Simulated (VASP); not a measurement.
# Ir (Fm-3m) in VASP: notebook

Ir is run at these levels: PBEsol; tasks: single point.

Everything below comes from runs of VASP 6.6.1. Logs are shortened: lines on timing, memory, paths and dates and some standing lists are left out, and cuts for length are marked.

### Step 1. The cell of the first run

The structure is cubic, space group Fm-3m (No. 225). Conventional cell: a = 3.830 Å, b = 3.830 Å, c = 3.830 Å, α = 90.00°, β = 90.00°, γ = 90.00°. Ir (site symmetry m-3m) has 12 Ir at 2.71 Å within 3.6 Å.

### Step 2. Single point, PBEsol

INCAR

```
  PREC = Accurate
  ENCUT = 560
  EDIFF = 1E-6
  ISMEAR = 0
  SIGMA = 0.1
  LREAL = False
  LASPH = True
  NELM = 120
  ALGO = Normal
  ISIF = 2
  LWAVE = False
  LCHARG = False
  GGA = PS
  NBANDS = 14
  GGA_COMPAT = False
```

KPOINTS

```
Automatic mesh
0
Gamma
  18 18 18
```

POSCAR

```
Ir
1.0
    0.0000000000      1.9151145662      1.9151145662
    1.9151145662      0.0000000000      1.9151145662
    1.9151145662      1.9151145662      0.0000000000
Ir
1
Direct
    0.0000000000      0.0000000000      0.0000000000
```

Potentials or basis: VASP PAW PBE potentials, release 64 (Ir_sv_GW).

Started as:

```bash
cat potpaw_PBE.64/Ir_sv_GW/POTCAR > POTCAR
mpirun -np 1 vasp_std > vasp.out
```

OUTCAR:

```text
PREC = Accurate
   ENCUT = 560
   EDIFF = 1E-6
   ISMEAR = 0
   LREAL = False
   LASPH = True
   NELM = 120
   ISIF = 2
   GGA = PS

 ion  position               nearest neighbor table
   1  0.000  0.000  0.000-

  LATTYP: Found a face centered cubic cell.
 ALAT       =     3.8302291324

  Lattice vectors:

 A1 = (   0.0000000000,   1.9151145662,   1.9151145662)
 A2 = (   1.9151145662,   0.0000000000,   1.9151145662)
 A3 = (   1.9151145662,   1.9151145662,   0.0000000000)

Analysis of symmetry for initial positions (statically):
=====================================================================
 Subroutine PRICEL returns:
 Original cell was already a primitive cell.

 Routine SETGRP: Setting up the symmetry group for a
 face centered cubic supercell.

 Subroutine GETGRP returns: Found 48 space group operations
 (whereof 48 operations were pure point group operations)
 out of a pool of 48 trial point group operations.

The static configuration has the point symmetry O_h .

Analysis of symmetry for dynamics (positions and initial velocities):
=====================================================================
 Subroutine PRICEL returns:
 Original cell was already a primitive cell.

 Routine SETGRP: Setting up the symmetry group for a
 face centered cubic supercell.

 Subroutine GETGRP returns: Found 48 space group operations
 (whereof 48 operations were pure point group operations)
 out of a pool of 48 trial point group operations.

The dynamic configuration has the point symmetry O_h .

 Subroutine INISYM returns: Found 48 space group operations
 (whereof 48 operations are pure point group operations),
 and found     1 'primitive' translations

----------------------------------------------------------------------------------------

                                     Primitive cell

  volume of cell :      14.0480

  direct lattice vectors                    reciprocal lattice vectors
     0.000000000  1.915114566  1.915114566    -0.261080986  0.261080986  0.261080986
     1.915114566  0.000000000  1.915114566     0.261080986 -0.261080986  0.261080986
     1.915114566  1.915114566  0.000000000     0.261080986  0.261080986 -0.261080986

  length of vectors
     2.708380993  2.708380993  2.708380993     0.452205533  0.452205533  0.452205533

  position of ions in fractional coordinates (direct lattice)
     0.000000000  0.000000000  0.000000000

  ion indices of the primitive-cell ions
   primitive index   ion index
                 1           1

----------------------------------------------------------------------------------------

 KPOINTS: Automatic mesh

Automatic generation of k-mesh.
 Grid dimensions read from file:
 generate k-points for:   18   18   18

 Generating k-lattice:

  Cartesian coordinates                     Fractional coordinates (reciprocal lattice)
    -0.014504499  0.014504499  0.014504499     0.055555556  0.000000000  0.000000000
     0.014504499 -0.014504499  0.014504499     0.000000000  0.055555556  0.000000000
     0.014504499  0.014504499 -0.014504499     0.000000000  0.000000000  0.055555556

  Length of vectors
     0.025122530  0.025122530  0.025122530

  Shift w.r.t. Gamma in fractional coordinates (k-lattice)
     0.000000000  0.000000000  0.000000000

 Subroutine IBZKPT returns following result:
 ===========================================

 Found    195 irreducible k-points:

 Following reciprocal coordinates:
            Coordinates               Weight
  0.000000  0.000000  0.000000      1.000000
  0.055556  0.000000  0.000000      8.000000
  0.111111  0.000000  0.000000      8.000000
  0.166667  0.000000  0.000000      8.000000
  0.222222  0.000000  0.000000      8.000000
  0.277778  0.000000  0.000000      8.000000
[... 16 lines left out ...]
 -0.277778  0.055556  0.000000     24.000000
 -0.222222  0.055556  0.000000     24.000000
 [... further k-points ...]
   k-points           NKPTS =    195   k-points in BZ     NKDIM =    195   number of bands    NBANDS=     14
   number of dos      NEDOS =    301   number of ions     NIONS =      1
   total plane-waves  NPLWV =  13824
   dimension x,y,z NGX =    24 NGY =   24 NGZ =   24
   dimension x,y,z NGXF=    48 NGYF=   48 NGZF=   48
   ions per type =               1
   NGX,Y,Z   is equivalent  to a cutoff of  14.73, 14.73, 14.73 a.u.
   NGXF,Y,Z  is equivalent  to a cutoff of  29.46, 29.46, 29.46 a.u.
 SYSTEM =  unknown system
   PREC   = accura    normal or accurate (medium, high low for compatibility)
   ISTART =      0    job   : 0-new  1-cont  2-samecut
   ICHARG =      2    charge: 1-file 2-atom 10-const
   ISPIN  =      1    spin polarized calculation?
   LNONCOLLINEAR =      F non collinear calculations
   LSORBIT =      F    spin-orbit coupling
   LASPH  =      T    aspherical Exc in radial PAW
   ENCUT  =  560.0 eV  41.16 Ry    6.42 a.u.   5.23  5.23  5.23*2*pi/ulx,y,z
   NELM   =    120;   NELMIN=  2; NELMDL= -5     # of ELM steps
   EDIFF  = 0.1E-05   stopping-criterion for ELM
   LREAL  =      F    real-space projection
   EDIFFG = 0.1E-04   stopping-criterion for IOM
   NSW    =      0    number of steps for IOM
   IBRION =     -1    ionic relax: 0-MD 1-quasi-New 2-CG
   NFREE  =      0    steps in history (QN), initial steepest desc. (CG)
   ISIF   =      2    stress and relaxation
   ISYM   =      2    0-nonsym 1-usesym 2-fastsym
   POTIM  = 0.5000    time-step for ionic-motion
   TEBEG  =    0.0;   TEEND  =   0.0 temperature during run
   PSTRESS=    0.0 pullay stress
   NELECT =      17.0000    total number of electrons
   NUPDOWN=      -1.0000    fix difference up-down
   EMIN   =  10.00;   EMAX   =-10.00  energy-range for DOS
   EFERMI =   0.00;   METHOD = LEGACY
   ISMEAR =     0;   SIGMA  =   0.10  broadening in eV -4-tet -1-fermi 0-gaus
   EFERMI_NEDOS =   21; number of points for ismear=-14 and -15
   IALGO  =     38    algorithm
   IMIX   =      4    mixing-type and parameters
     AMIX     =   0.40;   BMIX     =  1.00
     AMIX_MAG =   1.60;   BMIX_MAG =  1.00
  volume/ion in A,a.u.               =      14.05        94.80
  Fermi-wavevector in a.u.,A,eV,Ry     =   1.744562  3.296744 41.409279  3.043496
  Thomas-Fermi vector in A             =   2.816418
   LORBIT       =      0    0 simple, 1 ext, 2 COOP (PROOUT), +10 PAW based schemes
   GGA     = PS    functional components
   LHFCALC =     F    Hartree Fock is set to
   AEXX    =    0.0000 exact exchange contribution
   IVDW    =     0    specifies the selected vdW correction
   LEPSILON=     F    determine dielectric tensor
   LRPA    =     F    only Hartree local field effects (RPA)
 non-spin polarized calculation
 Gauss-broadening in eV      SIGMA  =   0.10
  energy-cutoff  :      560.00
  volume of cell :       14.05
 maximum number of plane-waves:       444
 NGX is ok and might be reduce to    24

 number of electron      17.0000000 magnetization

 Free energy of the ion-electron system (eV)
  ---------------------------------------------------
  ext. energy  EPLUGINS =         0.00000000
  ---------------------------------------------------
  free energy    TOTEN  =       -10.40277738 eV

  energy without entropy =      -10.39778960  energy(sigma->0) =      -10.40028349

 E-fermi :  12.9099     XC(G=0): -14.7512

 val. band max:       12.9030848494   @ k =   0.5000   0.2222   0.1111
 cond. band min:      12.9205917239   @ k =   0.3333   0.1111   0.0556
 fundamental gap:      0.0175068745
 Fermi energy:        12.9099478869

 k-point     1 :       0.0000    0.0000    0.0000
  band No.  band energies     occupation
      1     -80.1725      2.00000
      2     -36.5480      2.00000
      3     -36.5480      2.00000
      4     -36.5480      2.00000
      5       1.6241      2.00000
      6       8.9353      2.00000
      7       8.9353      2.00000
      8       8.9353      2.00000
      9      11.6780      2.00000
     10      11.6780      2.00000
     11      26.4391      0.00000
     12      31.9828      0.00000
     13      31.9828      0.00000
     14      31.9828      0.00000

 k-point     2 :       0.0556    0.0000    0.0000
  band No.  band energies     occupation
      1     -80.1705      2.00000
      2     -36.5733      2.00000
      3     -36.5514      2.00000
      4     -36.5514      2.00000
      5       1.7636      2.00000
      6       8.8591      2.00000
      7       8.9957      2.00000
      8       8.9957      2.00000
      9      11.6373      2.00000
     10      11.6373      2.00000
     11      26.6837      0.00000
     12      31.3350      0.00000
     13      32.2178      0.00000
     14      32.2178      0.00000

 k-point     3 :       0.1111    0.0000    0.0000
  band No.  band energies     occupation
      1     -80.1652      2.00000
      2     -36.6468      2.00000
      3     -36.5617      2.00000
      4     -36.5617      2.00000
      5       2.1675      2.00000
      6       8.6637      2.00000
      7       9.1540      2.00000
      8       9.1540      2.00000
      9      11.5480      2.00000
     10      11.5480      2.00000
     11      27.3565      0.00000
     12      30.0082      0.00000
     13      32.9038      0.00000
     14      32.9038      0.00000
[... 324 lines left out ...]
 k-point    23 :      -0.2778    0.0556    0.0000
  band No.  band energies     occupation
      1     -80.1283      2.00000
      2     -37.0745      2.00000
      3     -36.6494      2.00000
      4     -36.6137      2.00000
      5       4.4356      2.00000
      6       8.6003      2.00000
      7       9.2471      2.00000
      8       9.3563      2.00000
      9      11.8586      2.00000
     10      12.7927      1.90266
     11      25.2201      0.00000
     12      28.7552      0.00000
     13      34.3442      0.00000
     14      36.0680      0.00000

 k-point    24 :      -0.2222    0.0556    0.0000
  band No.  band energies     occupation
      1     -80.1397      2.00000
      2     -36.9395      2.00000
      3     -36.6289      2.00000
      4     -36.5935      2.00000
      5       3.8617      2.00000
      6       8.2517      2.00000
      7       9.3964      2.00000
      8       9.4890      2.00000
      9      11.3692      2.00000
     10      12.2448      2.00000
     11      26.6961      0.00000
     12      29.3526      0.00000
     13      34.5339      0.00000
     14      35.7159      0.00000

 [... further k-points ...]
[... 5 lines left out ...]
  --------------------------------------------------------------------------------------
  -------------------------------------------------------------------------------------
  Total       -0.1667222     -0.1667222     -0.1667222     -0.0000000      0.0000000      0.0000000
  in kB      -19.0147124    -19.0147124    -19.0147124     -0.0000000      0.0000000      0.0000000
  external PRESSURE =     -19.0147124 kB  Pullay stress =       0.0000000 kB

 VOLUME and BASIS-vectors are now :
 -----------------------------------------------------------------------------
  energy-cutoff  :      560.00
  volume of cell :       14.05
      direct lattice vectors                 reciprocal lattice vectors
     0.000000000  1.915114566  1.915114566    -0.261080986  0.261080986  0.261080986
     1.915114566  0.000000000  1.915114566     0.261080986 -0.261080986  0.261080986
     1.915114566  1.915114566  0.000000000     0.261080986  0.261080986 -0.261080986

 POSITION                                       TOTAL-FORCE (eV/Angst)
 -----------------------------------------------------------------------------------
      0.00000      0.00000      0.00000        -0.000000      0.000000      0.000000
 -----------------------------------------------------------------------------------
    total drift:                               -0.000000     -0.000000     -0.000000

  FREE ENERGIE OF THE ION-ELECTRON SYSTEM (eV)
  ---------------------------------------------------
  free  energy   TOTEN  =       -10.4027773817 eV

  energy  without entropy=      -10.3977896049  energy(sigma->0) =      -10.40028349
```

Wall time 18 s (1 thread of AMD EPYC 9R45 (Zen 5), shared host); peak memory 0.15 GiB.

What came out:

```yaml
Free_energy: -10.4028 eV
Pressure: -1.9 GPa
Band_gap_on_the_k_mesh: zero (an odd number of electrons rules out a gap without spin polarisation)
```

Levels at points of the mesh, in eV from the Fermi level:
```csv
k point,band 4,band 5,band 6,band 7,band 8,band 9,band 10,band 11,band 12,band 13
"(0.00, 0.00, 0.00)",-49.46,-11.29,-3.97,-3.97,-3.97,-1.23,-1.23,13.53,19.07,19.07
"(0.50, 0.00, 0.00)",-49.57,-8.24,-4.08,-4.08,-0.86,0.89,0.89,7.28,13.19,19.09
"(0.50, 0.50, 0.00)",-49.76,-8.05,-7.47,0.87,1.47,1.47,1.61,10.55,11.44,11.44
```

Caveat: the PAW data sets were made with another functional, which shifts forces and pressure a little; spin-orbit coupling is left out, which moves the levels of the heavy elements.

### Step 3. Single point, PBEsol

This run uses another cell than the first one, of the same volume but with other edges.

INCAR

```
ALGO     = Normal         # electronic algorithm
EDIFF    = 1E-6           # SCF threshold, eV
ENCUT    = 560            # plane-wave cutoff, eV
GGA      = PS             # functional
GGA_COMPAT= False        
ISIF     = 2              # what is computed and relaxed
ISMEAR   = 0              # smearing method
ISYM     = 0            
LASPH    = True           # aspherical terms in the spheres
LCHARG   = False          # write CHGCAR
LREAL    = False          # projectors in reciprocal space
LWAVE    = False          # write WAVECAR
NBANDS   = 14             # bands
NELM     = 120            # most SCF steps
PREC     = Accurate       # precision mode
SIGMA    = 0.1            # smearing width, eV
```

KPOINTS

```
k-points
0
Gamma
  13 5 43
```

POSCAR

```
Ir
1.0
    2.7083809930      0.0000000000      0.0000000000
    0.0000000000      6.6341514618      0.0000000000
    1.3541904965     -2.2113838206      0.7818422477
Ir
1
Direct
    0.0000000000      0.0000000000      0.0000000000
```

Potentials or basis: VASP PAW PBE potentials, release 64 (Ir_sv_GW).

Started as:

```bash
cat potpaw_PBE.64/Ir_sv_GW/POTCAR > POTCAR
mpirun -np 1 vasp_std > vasp.out
```

Run time: 3.1 min. Hardware: 1 thread of Intel Xeon 6975P-C (Granite Rapids), shared host; peak memory 0.48 GiB.

The run converged. Its results:

| Property | Result |
| --- | --- |
| Free energy | -10.3968 eV |
| Pressure | -1.8 GPa |
| Band gap on the k mesh | zero (an odd number of electrons rules out a gap without spin polarisation) |

Levels at points of the mesh, in eV from the Fermi level:
| k point | band 6 | band 7 | band 8 | band 9 | band 10 | band 11 |
| --- | --- | --- | --- | --- | --- | --- |
| (0.00, 0.00, 0.00) | -3.93 | -3.92 | -3.92 | -1.18 | -1.18 | 13.58 |

Caveat: the PAW data sets were made with another functional, which shifts forces and pressure a little; spin-orbit coupling is left out, which moves the levels of the heavy elements.
